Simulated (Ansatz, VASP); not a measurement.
## SiC: VASP beside Ansatz

INCAR

```
SYSTEM = SiC
ALGO = Normal ; EDIFF = 1E-6
ENCUT = 600 ; GGA = PS
GGA_COMPAT = .False. ; ISIF = 2
ISMEAR = 0 ; LASPH = .True.
LCHARG = .False. ; LREAL = .False.
LWAVE = .False. ; NBANDS = 11
NELM = 120 ; PREC = Accurate
SIGMA = 0.01
```

KPOINTS

```
k-points
0
Gamma
  10 10 10
  0 0 0
```

File POSCAR:

```
SiC
1.0
    0.0000000000      2.1784576158      2.1784576158
    2.1784576158      0.0000000000      2.1784576158
    2.1784576158      2.1784576158      0.0000000000
Si C
1 1
Direct
    0.0000000000      0.0000000000      0.0000000000
    0.2500000000      0.2500000000      0.2500000000
```

Input for Ansatz:

```yaml
crystal:
  lattice:
    - [0.0, 2.1784576158, 2.1784576158]
    - [2.1784576158, 0.0, 2.1784576158]
    - [2.1784576158, 2.1784576158, 0.0]
  atoms:
    - { symbol: Si, position: [0.0, 0.0, 0.0] }
    - { symbol: C, position: [0.25, 0.25, 0.25] }
basis:
  ecutwfc: 420
kpoints:
  mp_grid: { grid: [10, 10, 10] }
  band_path:
    path:
      - [0.0, 0.0, 0.0]
      - [0.0, 0.0, 0.0]
      - [0.0, 0.0, 0.0]
      - [0.0, 0.0, 0.0]
      - [0.0, 0.0, 0.0]
      - [0.0, 0.0, 0.0]
      - [0.0, 0.0, 0.0]
      - [0.0, 0.0, 0.0]
      - [0.0, 0.0, 0.0]
      - [0.0, 0.0, 0.0]
      - [0.0, 0.0, 0.0]
      - [0.0, 0.0, 0.0]
      - [0.0, 0.0, 0.0]
      - [0.0, 0.0, 0.0]
      - [0.0, 0.0, 0.0]
      - [0.0, 0.0, 0.0]
      - [0.0, 0.0, 0.0]
      - [0.0, 0.0, 0.0]
      - [0.0, 0.0, 0.0]
      - [0.0, 0.0, 0.0]
      - [0.0, 0.0, 0.0]
      - [0.0, 0.0, 0.0]
      - [0.0, 0.0, 0.0]
      - [0.0, 0.0, 0.0]
      - [0.0, 0.0, 0.0]
      - [0.0, 0.0, 0.0]
      - [0.3, 0.3, 0.0]
      - [0.3166666667, 0.3166666667, 0.0]
      - [0.3333333333, 0.3333333333, 0.0]
      - [0.35, 0.35, 0.0]
      - [0.3666666667, 0.3666666667, 0.0]
      - [0.3833333333, 0.3833333333, 0.0]
      - [0.4, 0.4, 0.0]
      - [0.4166666667, 0.4166666667, 0.0]
      - [0.4333333333, 0.4333333333, 0.0]
      - [0.45, 0.45, 0.0]
      - [0.4666666667, 0.4666666667, 0.0]
      - [0.4833333333, 0.4833333333, 0.0]
      - [0.5, 0.5, 0.0]
      - [0.5, 0.5, 0.5]
      - [0.5, 0.5, 0.5]
      - [0.5, 0.5, 0.5]
      - [0.5, 0.5, 0.5]
      - [0.5, 0.5, 0.5]
      - [0.5, 0.5, 0.5]
      - [0.5, 0.5, 0.5]
      - [0.5, 0.5, 0.5]
      - [0.5, 0.5, 0.5]
      - [0.5, 0.5, 0.5]
      - [0.5, 0.5, 0.5]
      - [0.5, 0.5, 0.5]
      - [0.5, 0.5, 0.5]
    npoints: 1
hamiltonian:
  xc: pbesol
  pseudopotentials: { kind: paw, azcp: { folder: soft_1 } }
scf:
  occupations: { method: fixed }
  n_extra_bands: 5
output:
  eigenvalues: true
```

Alike in both runs: task single point; functional PBEsol; k mesh 10 × 10 × 10; no spin polarisation.

|  | VASP | Ansatz |
| --- | --- | --- |
| version | VASP 6.6.1 | Ansatz 0.2.0 |
| potentials or method | VASP PAW PBE potentials, release 64 (Si, C), cutoff 600 eV | scalar-relativistic, plane waves, PAW |
| occupations | gaussian, width 0.01 eV | fixed |
| valence electrons in the cell | 8 | 8 |

|  | VASP | Ansatz | Ansatz less VASP |
| --- | --- | --- | --- |
| gap on the k mesh at the Fermi level (eV) | 1.23 | 1.24 | +0.010 |
| least direct gap on the mesh (eV) | 4.44 | 4.46 | +0.014 |

VASP's potentials were made for PBE, not for PBEsol, and Ansatz warns of the same on its side.
